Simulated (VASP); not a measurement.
# MoS2 (C2/m) in VASP: a series of runs, part 2 of 2

VASP 6.6.1.

## (3) Single point, PBEsol+D3(BJ) (the part above a cut slid along it)

Input file INCAR:

```
PREC = Accurate
ENCUT = 520
EDIFF = 1E-6
ISMEAR = 0
SIGMA = 0.15
LREAL = F
LASPH = T
NELM = 80
ALGO = Fast
ISIF = 2
LWAVE = F
LCHARG = T
GGA = PS
IVDW = 12
LELF = T
LVHAR = T
NBANDS = 49
```

Input file KPOINTS:

```
Automatic mesh
0
Gamma
  14 14 3
```

Input file POSCAR:

```
MoS2
1.0
   -3.0798097231      0.0000000000      0.0000000000
   -1.5399048616     -2.6671934590      0.0000000000
   -0.9239429169     -0.5334386918     20.1911508765
Mo S
3 6
Direct
    0.6379615625      0.6379615625      0.1435255206
    0.8564515107     -0.1435484893      0.7177424464
    0.2472065366      0.2472065366      0.4306339835
    0.5071731320      0.5071731320      0.7974676732
    0.8979281579     -0.1020718421      0.5103592103
    0.2886831839      0.2886831839      0.2232507474
    0.5964849153      0.5964849153      0.3509087567
    0.9872399412     -0.0127600588      0.0638002938
    0.2057298894      0.2057298894      0.6380172196
```

Potentials or basis: VASP PAW PBE potentials, release 64 (Mo_sv, S).

Run with:

```bash
$ cat potpaw_PBE.64/Mo_sv/POTCAR potpaw_PBE.64/S/POTCAR > POTCAR
$ mpirun -np 1 vasp_std > vasp.out
```

Run time: 25 min. Hardware: 1 thread of Oxide Virtual Turin-like, shared host; peak memory 0.94 GiB.

It converged, with:

```
Free energy                : -71.1245 eV
Pressure                   : 0.1 GPa
Largest force              : 0.096 eV/Å
Band gap on the k mesh     : zero (bands 39 and 40 overlap by 0.44 eV)
Dispersion energy per atom : -0.370 eV
```

Forces on the atoms (eV/Å):
```
Mo   0.000  0.000 -0.050
Mo   0.000  0.000  0.050
Mo   0.000  0.000  0.000
S    0.000  0.000  0.096
S    0.000  0.000  0.019
S    0.000  0.000  0.086
S    0.000  0.000 -0.019
S    0.000  0.000 -0.096
S    0.000  0.000 -0.086
```

Stress tensor (GPa, compression positive):
```
0.09 0.00 0.00
0.00 0.09 0.00
0.00 0.00 0.00
```

Levels at points of the mesh, in eV from the Fermi level:
```
           k point  band 35  band 36  band 37  band 38  band 39  band 40  band 41  band 42  band 43  band 44
(0.00, 0.00, 0.00)    -0.74    -0.70    -0.70    -0.53    -0.12     0.07     0.07     0.18     0.18     0.28
(0.50, 0.00, 0.00)    -2.30    -2.14    -1.57    -1.36    -1.15     1.62     1.62     1.67     1.96     2.12
(0.50, 0.50, 0.00)    -2.31    -2.13    -1.57    -1.36    -1.15     1.62     1.62     1.67     1.96     2.13
```

Caveat: the cell differs from its parent crystal (the part above a cut slid along it); the PAW data sets were made with another functional, which shifts forces and pressure a little.

## (4) Single point, PBEsol+D3(BJ) (the part above a cut slid along it)

Input file INCAR:

```
PREC = Accurate ; ENCUT = 520
EDIFF = 1E-7 ; ISMEAR = 0
SIGMA = 0.15 ; LREAL = False
LASPH = True ; NELM = 60
ALGO = Fast ; ISIF = 2
LWAVE = False ; LCHARG = False
GGA = PS ; IVDW = 12
NBANDS = 49
```

KPOINTS is that of step 3.

Input file POSCAR:

```
MoS2
1.0
   -3.0798097231      0.0000000000      0.0000000000
   -1.5399048616     -2.6671934590      0.0000000000
   -2.7718287508     -1.6003160754     18.8911508765
Mo S
3 6
Direct
    0.5746253042      0.5746253042      0.1534022707
    0.5397195400     -0.4602804600      0.7671341000
    0.0571724221      0.0571724221      0.4602681854
    0.1552592819      0.1552592819      0.8523456413
    0.6727121640     -0.3272878360      0.5454797266
    0.1901650461      0.1901650461      0.2386138120
    0.4416326802      0.4416326802      0.3750566441
    0.9590855623     -0.0409144377      0.0681907294
   -0.0758202019     -0.0758202019      0.6819225587
```

Run with:

```bash
$ cat potpaw_PBE.64/Mo_sv/POTCAR potpaw_PBE.64/S/POTCAR > POTCAR
$ mpirun -np 1 vasp_std > vasp.out
```

It took 30 min on 1 thread of Oxide Virtual Turin-like, shared host; peak memory 0.88 GiB.

It converged, with:

* Free energy: -71.2559 eV
* Pressure: -0.2 GPa
* Largest force: 0.137 eV/Å
* Band gap on the k mesh: zero (bands 39 and 40 overlap by 0.45 eV)
* Dispersion energy per atom: -0.384 eV

Forces in eV/Å, atoms in the order of the input:
```
Mo   0.001  0.001 -0.086
Mo  -0.001 -0.001  0.086
Mo   0.000  0.000  0.000
S    0.000  0.000  0.137
S    0.000  0.000  0.020
S    0.000  0.000  0.083
S    0.000  0.000 -0.020
S    0.000  0.000 -0.137
S    0.000  0.000 -0.083
```

Stress tensor (GPa, compression positive):
```
-0.02  0.00  0.01
 0.00 -0.02  0.01
 0.01  0.01 -0.42
```

Levels at points of the mesh, in eV from the Fermi level:
| k point | band 36 | band 37 | band 38 | band 39 | band 40 | band 41 | band 42 | band 43 |
| --- | --- | --- | --- | --- | --- | --- | --- | --- |
| (0.00, 0.00, 0.00) | -0.70 | -0.70 | -0.50 | -0.12 | 0.07 | 0.07 | 0.18 | 0.18 |
| (0.50, 0.00, 0.00) | -2.14 | -1.58 | -1.36 | -1.15 | 1.62 | 1.62 | 1.67 | 1.98 |
| (0.50, 0.50, 0.00) | -2.14 | -1.58 | -1.36 | -1.15 | 1.62 | 1.62 | 1.67 | 1.98 |

Caveat: the cell differs from its parent crystal (the part above a cut slid along it); the PAW data sets were made with another functional, which shifts forces and pressure a little.

## (5) Single point, PBEsol+D3(BJ) (the part above a cut slid along it)

Input file INCAR:

```
  PREC = Accurate
  ENCUT = 520
  EDIFF = 1E-6
  ISMEAR = 0
  SIGMA = 0.15
  LREAL = F
  LASPH = T
  NELM = 80
  ALGO = Fast
  ISIF = 2
  LWAVE = F
  LCHARG = F
  GGA = PS
  IVDW = 12
  NBANDS = 49
```

Input file KPOINTS:

```
regular mesh
0
Gamma
  14 14 3
```

Input file POSCAR:

```
MoS2
1.0
   -3.0798097231      0.0000000000      0.0000000000
   -1.5399048616     -2.6671934590      0.0000000000
   -4.1577431263     -2.4004741131     18.1911508765
Mo S
3 6
Direct
    0.5232919613      0.5232919613      0.1593052282
    0.2830117505     -0.7169882495      0.7966536105
   -0.0968481441     -0.0968481441      0.4779794193
   -0.1299630351     -0.1299630351      0.8851441131
    0.4901770703     -0.5098229297      0.5664699219
    0.1103171757      0.1103171757      0.2477957307
    0.3161266415      0.3161266415      0.3894889168
    0.9362667469     -0.0637332531      0.0708147256
   -0.3040134639     -0.3040134639      0.7081631080
```

Run with:

```bash
$ cat potpaw_PBE.64/Mo_sv/POTCAR potpaw_PBE.64/S/POTCAR > POTCAR
$ mpirun -np 1 vasp_std > vasp.out
```

It took 26 min on 1 thread of Oxide Virtual Turin-like, shared host; peak memory 0.86 GiB.

The run converged. Its results:

* Free energy: -71.3884 eV
* Pressure: -0.3 GPa
* Largest force: 0.161 eV/Å
* Band gap on the k mesh: zero (bands 39 and 40 overlap by 0.51 eV)
* Dispersion energy per atom: -0.396 eV

Forces in eV/Å, atoms in the order of the input:
```
Mo  -0.016 -0.009 -0.115
Mo   0.016  0.009  0.115
Mo   0.000  0.000  0.000
S    0.012  0.007  0.160
S    0.000  0.000  0.018
S    0.001  0.001  0.075
S    0.000  0.000 -0.018
S   -0.012 -0.007 -0.160
S   -0.001 -0.001 -0.075
```

Stress tensor (GPa, compression positive):
```
-0.10 -0.01 -0.14
-0.01 -0.09 -0.08
-0.14 -0.08 -0.72
```

Levels at points of the mesh, in eV from the Fermi level:
```tsv
k point	band 36	band 37	band 38	band 39	band 40	band 41	band 42	band 43
(0.00, 0.00, 0.00)	-0.71	-0.71	-0.44	-0.13	0.06	0.07	0.16	0.18
(0.50, 0.00, 0.00)	-2.14	-1.57	-1.38	-1.15	1.62	1.62	1.67	2.00
(0.50, 0.50, 0.00)	-2.16	-1.59	-1.34	-1.17	1.62	1.62	1.67	1.95
```

Caveat: the cell differs from its parent crystal (the part above a cut slid along it); the PAW data sets were made with another functional, which shifts forces and pressure a little.

## (6) Single point, PBEsol+D3(BJ) (the part above a cut slid along it)

Input file INCAR:

```
PREC     = Accurate       # precision mode
ENCUT    = 520            # plane-wave cutoff, eV
EDIFF    = 1E-7           # SCF threshold, eV
ISMEAR   = 0              # smearing method
SIGMA    = 0.15           # smearing width, eV
LREAL    = False          # projectors in reciprocal space
LASPH    = True           # aspherical terms in the spheres
NELM     = 100            # most SCF steps
ALGO     = Fast           # electronic algorithm
ISIF     = 2              # what is computed and relaxed
LWAVE    = False          # write WAVECAR
LCHARG   = False          # write CHGCAR
GGA      = PS             # functional
IVDW     = 12             # dispersion correction
NBANDS   = 49             # bands
```

Input file KPOINTS:

```
Automatic mesh
0
Gamma
  14 14 3
```

Input file POSCAR:

```
MoS2
1.0
   -3.0798097231      0.0000000000      0.0000000000
   -1.5399048616     -2.6671934590      0.0000000000
   -3.6957716678     -2.1337547672     18.8911508765
Mo S
3 6
Direct
    0.5439448501      0.5439448501      0.1534022707
    0.3862927200     -0.6137072800      0.7671341000
   -0.0348812150     -0.0348812150      0.4602681854
   -0.0152098463     -0.0152098463      0.8523456413
    0.5636162187     -0.4363837813      0.5454797266
    0.1424422837      0.1424422837      0.2386138120
    0.3666213514      0.3666213514      0.3750566441
    0.9454474164     -0.0545525836      0.0681907294
   -0.2122047136     -0.2122047136      0.6819225587
```

Potentials or basis: VASP PAW PBE potentials, release 64 (Mo_sv, S).

Run with:

```bash
$ cat potpaw_PBE.64/Mo_sv/POTCAR potpaw_PBE.64/S/POTCAR > POTCAR
$ mpirun -np 1 vasp_std > vasp.out
```

It took 45 min on 1 thread of Oxide Virtual Turin-like, shared host; peak memory 0.88 GiB.

Results (log left out):

```yaml
Free_energy: -71.2570 eV
Pressure: -0.2 GPa
Largest_force: 0.140 eV/Å
Band_gap_on_the_k_mesh: zero (bands 39 and 40 overlap by 0.46 eV)
Dispersion_energy_per_atom: -0.384 eV
```

Forces in eV/Å, atoms in the order of the input:
```
Mo  -0.002 -0.001 -0.085
Mo   0.002  0.001  0.085
Mo   0.000  0.000  0.000
S    0.001  0.001  0.140
S    0.000  0.000  0.020
S    0.000  0.000  0.083
S    0.000  0.000 -0.020
S   -0.001 -0.001 -0.140
S    0.000  0.000 -0.083
```

Stress tensor (GPa, compression positive):
```
-0.02  0.00 -0.02
 0.00 -0.02 -0.01
-0.02 -0.01 -0.44
```

Levels at points of the mesh, in eV from the Fermi level:
```tsv
k point	band 35	band 36	band 37	band 38	band 39	band 40	band 41	band 42	band 43	band 44
(0.00, 0.00, 0.00)	-0.75	-0.70	-0.70	-0.50	-0.12	0.07	0.07	0.18	0.18	0.28
(0.50, 0.00, 0.00)	-2.29	-2.14	-1.58	-1.36	-1.15	1.62	1.62	1.67	1.98	2.08
(0.50, 0.50, 0.00)	-2.26	-2.15	-1.58	-1.36	-1.15	1.62	1.62	1.67	1.97	2.09
```

Caveat: the cell differs from its parent crystal (the part above a cut slid along it); the PAW data sets were made with another functional, which shifts forces and pressure a little.

## (7) Summary

```csv
cell,further INCAR settings,gap on the mesh (eV),pressure (GPa),largest force (eV/Å)
"a = 3.080, b = 3.080, c = 19.079 Å, angles 83.0, 83.0, 60.0°, 9 atoms",ALGO = Fast; EDIFF = 1e-06; NBANDS = 49,none,-0.2,0.14
"a = 3.080, b = 3.080, c = 20.219 Å, angles 87.4, 87.4, 60.0°, 9 atoms",ALGO = Fast; EDIFF = 1e-06; NBANDS = 49,none,0.1,0.10
"a = 3.080, b = 3.080, c = 19.160 Å, angles 81.7, 81.7, 60.0°, 9 atoms",ALGO = Fast; EDIFF = 1e-07; NBANDS = 49,none,-0.2,0.14
"a = 3.080, b = 3.080, c = 18.814 Å, angles 77.2, 77.2, 60.0°, 9 atoms",ALGO = Fast; EDIFF = 1e-06; NBANDS = 49,none,-0.3,0.16
"a = 3.080, b = 3.080, c = 19.367 Å, angles 79.0, 79.0, 60.0°, 9 atoms",ALGO = Fast; EDIFF = 1e-07; NBANDS = 49,none,-0.2,0.14
```

Alike in all rows: task single point; level PBEsol+D3(BJ); potentials or basis VASP PAW PBE potentials, release 64 (Mo_sv, S); no spin polarisation; k mesh 14 × 14 × 3; cutoff (eV) 520; smearing gaussian 0.15 eV.

Caveats: the PAW data sets were made with another functional, which shifts forces and pressure a little.

Total energies depend on the potentials used, so only differences within one code and one set of settings carry meaning.
